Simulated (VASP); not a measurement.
# Cu (P-1) in VASP: single point with r2SCAN

Aim: the single point of Cu with r2SCAN.

All numbers are computed with VASP 6.6.1; they aren't measurements. Logs are shortened: lines on timing, memory, paths and dates and some standing lists are left out, and cuts for length are marked.

## Step 1: The cell of the first run

The typed cell holds 1 atom: a = 2.479 Å, b = 2.477 Å, c = 2.450 Å, α = 108.63°, β = 107.81°, γ = 112.70°.

## Step 2: Single point, r2SCAN

POSCAR reads:

```
Cu
1.0
   -1.4539857600      1.4643106900      1.3739820400
    1.4487133000     -1.4679854000      1.3723068300
    1.4251542200      1.4391538600     -1.3778349000
Cu
1
Direct
    0.0000000000      0.0000000000      0.0000000000
```

INCAR.step1 reads:

```
SYSTEM = Cu
ALGO = Normal ; EDIFF = 1E-4
ENCUT = 520 ; GGA = PE
ISMEAR = -1 ; LASPH = .TRUE.
LCHARG = .FALSE. ; LREAL = .FALSE.
LWAVE = .TRUE. ; NBANDS = 12
NELM = 100 ; PREC = Accurate
SIGMA = 0.05
```

INCAR.step2 reads:

```
SYSTEM = Cu
ALGO = Normal ; EDIFF = 1E-6
ENCUT = 520 ; ISIF = 2
ISMEAR = -1 ; ISTART = 1
LASPH = .TRUE. ; LCHARG = .FALSE.
LMIXTAU = .TRUE. ; LREAL = .FALSE.
LWAVE = .FALSE. ; METAGGA = R2SCAN
NBANDS = 12 ; NELM = 100
PREC = Accurate ; SIGMA = 0.05
```

KPOINTS reads:

```
k-points
0
G
  8 8 7
  0 0 0
```

Potentials or basis: VASP PAW PBE potentials, release 64 (Cu).

Run with:

```console
> cat potpaw_PBE.64/Cu/POTCAR > POTCAR
> cp INCAR.step1 INCAR
> mpirun -np 1 vasp_std > vasp.out
> cp INCAR.step2 INCAR
> mpirun -np 1 vasp_std > vasp.out
```

OUTCAR:

```text
SYSTEM = Cu
   EDIFF = 1E-6
   ENCUT = 520
   ISIF = 2
   ISMEAR = -1
   ISTART = 1
   LASPH = .TRUE.
   LREAL = .FALSE.
   METAGGA = R2SCAN
   NELM = 100
   PREC = Accurate

 ion  position               nearest neighbor table
   1  0.000  0.000  0.000-

  LATTYP: Found a triclinic cell.
 ALAT       =     2.4772923517
 B/A-ratio  =     2.6362230149
 C/A-ratio  =     1.1085879257
 COS(alpha) =     0.0006673352
 COS(beta)  =     0.5536229994
 COS(gamma) =     0.7922115085

  Lattice vectors:

 A1 = (  -1.4487133000,   1.4679854000,  -1.3723068300)
 A2 = (  -2.9315306000,   5.8357606400,  -0.0021776500)
 A3 = (   0.0052724600,   0.0036747100,  -2.7462888700)

Analysis of symmetry for initial positions (statically):
=====================================================================
 Subroutine PRICEL returns:
 Original cell was already a primitive cell.

 Routine SETGRP: Setting up the symmetry group for a
 triclinic supercell.

 Subroutine GETGRP returns: Found  2 space group operations
 (whereof  2 operations were pure point group operations)
 out of a pool of  2 trial point group operations.

The static configuration has the point symmetry S_2 .

Analysis of symmetry for dynamics (positions and initial velocities):
=====================================================================
 Subroutine PRICEL returns:
 Original cell was already a primitive cell.

 Routine SETGRP: Setting up the symmetry group for a
 triclinic supercell.

 Subroutine GETGRP returns: Found  2 space group operations
 (whereof  2 operations were pure point group operations)
 out of a pool of  2 trial point group operations.

The dynamic configuration has the point symmetry S_2 .

 Subroutine INISYM returns: Found  2 space group operations
 (whereof  2 operations are pure point group operations),
 and found     1 'primitive' translations

----------------------------------------------------------------------------------------

                                     Primitive cell

  volume of cell :      11.4565

  direct lattice vectors                    reciprocal lattice vectors
    -1.453985760  1.464310690  1.373982040     0.004161885  0.344941265  0.364597298
     1.448713300 -1.467985400  1.372306830     0.348704468  0.003946740  0.364802496
     1.425154220  1.439153860 -1.377834900     0.351455663  0.347907606  0.001140264

  length of vectors
     2.479134331  2.477292352  2.449623929     0.501929266  0.504669440  0.494532189

  position of ions in fractional coordinates (direct lattice)
     0.000000000  0.000000000  0.000000000

  ion indices of the primitive-cell ions
   primitive index   ion index
                 1           1

----------------------------------------------------------------------------------------

 KPOINTS: k-points

Automatic generation of k-mesh.
 Grid dimensions read from file:
 generate k-points for:    8    8    7

 Generating k-lattice:

  Cartesian coordinates                     Fractional coordinates (reciprocal lattice)
     0.000520236  0.043117658  0.045574662     0.125000000 -0.000000000  0.000000000
     0.043588058  0.000493343  0.045600312    -0.000000000  0.125000000  0.000000000
     0.050207952  0.049701087  0.000162895     0.000000000  0.000000000  0.142857143

  Length of vectors
     0.062741158  0.063083680  0.070647456

  Shift w.r.t. Gamma in fractional coordinates (k-lattice)
     0.000000000  0.000000000  0.000000000

 Subroutine IBZKPT returns following result:
 ===========================================

 Found    226 irreducible k-points:

 Following reciprocal coordinates:
            Coordinates               Weight
  0.000000  0.000000  0.000000      1.000000
  0.125000  0.000000 -0.000000      2.000000
  0.250000  0.000000 -0.000000      2.000000
  0.375000 -0.000000 -0.000000      2.000000
  0.500000  0.000000 -0.000000      1.000000
  0.000000  0.125000  0.000000      2.000000
[... 16 lines left out ...]
  0.125000  0.375000  0.000000      2.000000
  0.250000  0.375000 -0.000000      2.000000
 [... further k-points ...]
   k-points           NKPTS =    226   k-points in BZ     NKDIM =    226   number of bands    NBANDS=     12
   number of dos      NEDOS =    301   number of ions     NIONS =      1
   total plane-waves  NPLWV =   5832
   dimension x,y,z NGX =    18 NGY =   18 NGZ =   18
   dimension x,y,z NGXF=    36 NGYF=   36 NGZF=   36
   ions per type =               1
   NGX,Y,Z   is equivalent  to a cutoff of  12.07, 12.08, 12.22 a.u.
   NGXF,Y,Z  is equivalent  to a cutoff of  24.14, 24.16, 24.43 a.u.
 SYSTEM =  Cu
   PREC   = accura    normal or accurate (medium, high low for compatibility)
   ISTART =      1    job   : 0-new  1-cont  2-samecut
   ICHARG =      0    charge: 1-file 2-atom 10-const
   ISPIN  =      1    spin polarized calculation?
   LNONCOLLINEAR =      F non collinear calculations
   LSORBIT =      F    spin-orbit coupling
   LASPH  =      T    aspherical Exc in radial PAW
   ENCUT  =  520.0 eV  38.22 Ry    6.18 a.u.   4.61  4.61  4.55*2*pi/ulx,y,z
   NELM   =    100;   NELMIN=  2; NELMDL=  0     # of ELM steps
   EDIFF  = 0.1E-05   stopping-criterion for ELM
   LREAL  =      F    real-space projection
   EDIFFG = 0.1E-04   stopping-criterion for IOM
   NSW    =      0    number of steps for IOM
   IBRION =     -1    ionic relax: 0-MD 1-quasi-New 2-CG
   NFREE  =      0    steps in history (QN), initial steepest desc. (CG)
   ISIF   =      2    stress and relaxation
   ISYM   =      2    0-nonsym 1-usesym 2-fastsym
   POTIM  = 0.5000    time-step for ionic-motion
   TEBEG  =    0.0;   TEEND  =   0.0 temperature during run
   PSTRESS=    0.0 pullay stress
   NELECT =      11.0000    total number of electrons
   NUPDOWN=      -1.0000    fix difference up-down
   EMIN   =  10.00;   EMAX   =-10.00  energy-range for DOS
   EFERMI =   0.00;   METHOD = LEGACY
   ISMEAR =    -1;   SIGMA  =   0.05  broadening in eV -4-tet -1-fermi 0-gaus
   EFERMI_NEDOS =   21; number of points for ismear=-14 and -15
   IALGO  =     38    algorithm
   IMIX   =      4    mixing-type and parameters
     AMIX     =   0.40;   BMIX     =  1.00
     AMIX_MAG =   1.60;   BMIX_MAG =  1.00
  volume/ion in A,a.u.               =      11.46        77.31
  Fermi-wavevector in a.u.,A,eV,Ry     =   1.615057  3.052015 35.489549  2.608408
  Thomas-Fermi vector in A             =   2.709866
   LORBIT       =      0    0 simple, 1 ext, 2 COOP (PROOUT), +10 PAW based schemes
   METAGGA = R2SCAN    functional components
   LHFCALC =     F    Hartree Fock is set to
   AEXX    =    0.0000 exact exchange contribution
   IVDW    =     0    specifies the selected vdW correction
   LEPSILON=     F    determine dielectric tensor
   LRPA    =     F    only Hartree local field effects (RPA)
 non-spin polarized calculation
  energy-cutoff  :      520.00
  volume of cell :       11.46
 maximum number of plane-waves:       323
   NGX =  9   NGY =  9   NGZ =  9

 number of electron      11.0000002 magnetization

 Free energy of the ion-electron system (eV)
  ---------------------------------------------------
  ext. energy  EPLUGINS =         0.00000000
  ---------------------------------------------------
  free energy    TOTEN  =       -10.78928905 eV

  energy without entropy =      -10.78604606  energy(sigma->0) =      -10.78766756

 E-fermi :   7.7617     XC(G=0): -13.9553

 val. band max:        7.7542701359   @ k =   0.5000   0.3750   0.1429
 cond. band min:       7.7784730900   @ k =   0.5000   0.1250  -0.0000
 fundamental gap:      0.0242029541
 Fermi energy:         7.7616799020

 k-point     1 :       0.0000    0.0000    0.0000
  band No.  band energies     occupation
      1      -2.1311      2.00000
      2       4.3212      2.00000
      3       4.4689      2.00000
      4       4.6017      2.00000
      5       5.3908      2.00000
      6       5.6099      2.00000
      7      33.1183      0.00000
      8      33.9952      0.00000
      9      34.9984      0.00000
     10      37.4379      0.00000
     11      37.8414      0.00000
     12      38.4288      0.00000

 k-point     2 :       0.1250    0.0000   -0.0000
  band No.  band energies     occupation
      1      -1.4880      2.00000
      2       4.3059      2.00000
      3       4.4740      2.00000
      4       4.7059      2.00000
      5       5.3825      2.00000
      6       5.5435      2.00000
      7      29.5190      0.00000
      8      31.7340      0.00000
      9      32.6466      0.00000
     10      34.1954      0.00000
     11      35.5329      0.00000
     12      37.0358      0.00000

 k-point     3 :       0.2500    0.0000   -0.0000
  band No.  band energies     occupation
      1       0.2784      2.00000
      2       4.0392      2.00000
      3       4.4021      2.00000
      4       5.2919      2.00000
      5       5.3960      2.00000
      6       5.5408      2.00000
      7      22.5190      0.00000
      8      28.7828      0.00000
      9      29.8981      0.00000
     10      31.3600      0.00000
     11      34.0172      0.00000
     12      39.0070      0.00000
[... 286 lines left out ...]
 k-point    23 :       0.1250    0.3750    0.0000
  band No.  band energies     occupation
      1       2.6243      2.00000
      2       3.6579      2.00000
      3       4.9726      2.00000
      4       5.5216      2.00000
      5       5.9025      2.00000
      6       7.9906      0.02032
      7      14.0793      0.00000
      8      21.7353      0.00000
      9      26.1654      0.00000
     10      32.0074      0.00000
     11      36.2904      0.00000
     12      40.4053      0.00000

 k-point    24 :       0.2500    0.3750   -0.0000
  band No.  band energies     occupation
      1       3.1983      2.00000
      2       3.6932      2.00000
      3       4.3043      2.00000
      4       5.5361      2.00000
      5       5.7847      2.00000
      6      10.9345      0.00000
      7      13.4695      0.00000
      8      16.3352      0.00000
      9      25.8552      0.00000
     10      34.3533      0.00000
     11      38.7225      0.00000
     12      42.9604      0.00000

 [... further k-points ...]

------------------------ aborting loop because EDIFF is reached ----------------------------------------

  FORCE on cell =-STRESS in cart. coord.  units (eV):
  Direction    XX          YY          ZZ          XY          YZ          ZX
  --------------------------------------------------------------------------------------
  -------------------------------------------------------------------------------------
  Total        0.1082186      0.0909313      0.0137047      0.1479039     -0.0843182     -0.0880910
  in kB       15.1341773     12.7165708      1.9165746     20.6840928    -11.7917440    -12.3193594
  external PRESSURE =       9.9224409 kB  Pullay stress =       0.0000000 kB

 VOLUME and BASIS-vectors are now :
 -----------------------------------------------------------------------------
  energy-cutoff  :      520.00
  volume of cell :       11.46
      direct lattice vectors                 reciprocal lattice vectors
    -1.453985760  1.464310690  1.373982040     0.004161885  0.344941265  0.364597298
     1.448713300 -1.467985400  1.372306830     0.348704468  0.003946740  0.364802496
     1.425154220  1.439153860 -1.377834900     0.351455663  0.347907606  0.001140264

 POSITION                                       TOTAL-FORCE (eV/Angst)
 -----------------------------------------------------------------------------------
      0.00000      0.00000      0.00000        -0.000000      0.000000      0.000000
 -----------------------------------------------------------------------------------
    total drift:                                0.000000      0.000000      0.000000

  FREE ENERGIE OF THE ION-ELECTRON SYSTEM (eV)
  ---------------------------------------------------
  free  energy   TOTEN  =       -10.7892890529 eV

  energy  without entropy=      -10.7860460641  energy(sigma->0) =      -10.78766756
```

Wall time 3.3 min (1 thread of Intel Xeon 8259CL, shared host); peak memory 0.14 GiB.

Results:

* Free energy: -10.7893 eV
* Pressure: 1.0 GPa
* Band gap on the k mesh: zero (an odd number of electrons rules out a gap without spin polarisation)

Caveat: the k points lie up to 0.42 Å⁻¹ apart, too coarse for converged energies and pressures of a metal; the PAW data sets were made with another functional, which shifts forces and pressure a little.
